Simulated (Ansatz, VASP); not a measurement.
# Sb, level by level in two programs

```xyz
2
Lattice="3.1836 0.0000 0.0000 0.0000 4.4328 0.0000 -0.0397 0.0000 4.4923" Properties=species:S:1:pos:R:3 pbc="T T T"
Sb    0.0267    1.1082    1.0834
Sb    3.1173    3.3246    3.4089
```

Single points on this cell with VASP 6.6.1 and Ansatz 0.2.0. Each row is one pair of runs. Alike in all rows: spin: off; smearing: fermi-dirac, width 0.05 eV.

| level | k mesh | VASP's potentials, cutoff | Ansatz's potentials, cutoff | gap on the k mesh at the Fermi level (eV), VASP | gap on the k mesh at the Fermi level (eV), Ansatz | pressure (GPa), VASP | pressure (GPa), Ansatz | rms of the force components (eV/Å), VASP | rms of the force components (eV/Å), Ansatz |
| --- | --- | --- | --- | --- | --- | --- | --- | --- | --- |
| HSE06 | 6 × 4 × 4 | VASP PAW PBE potentials, release 64 (Sb), 520 eV | Ansatz PAW, 420 eV | none | none | -5.2 | -4.3 | 0.084 | 0.070 |
| LDA | 9 × 6 × 6 | VASP PAW LDA potentials, release 64 (Sb), 520 eV | Ansatz PAW, 420 eV | none | none | -5.7 | -5.8 | 0.039 | 0.044 |
| r2SCAN | 9 × 6 × 6 | VASP PAW PBE potentials, release 64 (Sb), 520 eV | Ansatz PAW, 500 eV | none | none | -3.6 | -3.6 | 0.049 | 0.052 |

Pressure (GPa): the two programs differ by at most 0.88; rms of the force components (eV/Å): the two programs differ by at most 0.0133.

VASP's potentials hold 10 valence electrons a cell and Ansatz's 30, so a difference there can come from the potentials and not from the codes.

A gap of «none» marks a metal or a gap that the smearing closes.

Spin-orbit coupling is off throughout.
